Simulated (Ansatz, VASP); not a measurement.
**Two plane-wave programs on B2Pb**

```xyz
6
Lattice="3.2285 0.0000 0.0000 -1.6143 2.7960 0.0000 0.0000 0.0000 9.6749" Properties=species:S:1:pos:R:3 pbc="T T T"
B     0.0000    0.0000    5.6173
B     0.0000    0.0000    0.0000
B     0.0000    0.0000    4.0576
B     1.6143    0.9320    4.8374
Pb    0.0000    1.8640    7.7091
Pb    0.0000    1.8640    1.9658
```

Alike in both runs: task relaxation of cell and atoms; functional PBE; k mesh 15 × 15 × 4; occupations gaussian, width 0.1 eV; no spin polarisation.

|  | VASP | Ansatz |
| --- | --- | --- |
| version | VASP 6.6.1 | Ansatz 0.2.0 |
| potentials or method | VASP PAW PBE potentials, release 64 (B, Pb_d), cutoff 600 eV | scalar-relativistic, plane waves, PAW |
| valence electrons in the cell | 40 | 40 |

```tsv
	VASP	Ansatz	Ansatz less VASP
gap on the k mesh at the Fermi level, each at its own relaxed structure (eV)	none	none	-
relaxed volume (Å³/atom)	14.47	14.48	+0.004
relaxed length of the cell vector where the two differ most in proportion (Å)	3.239	3.240	+0.0007
```

A gap of «none» marks a metal or a gap that the smearing closes.

Neither program's run includes spin-orbit coupling.
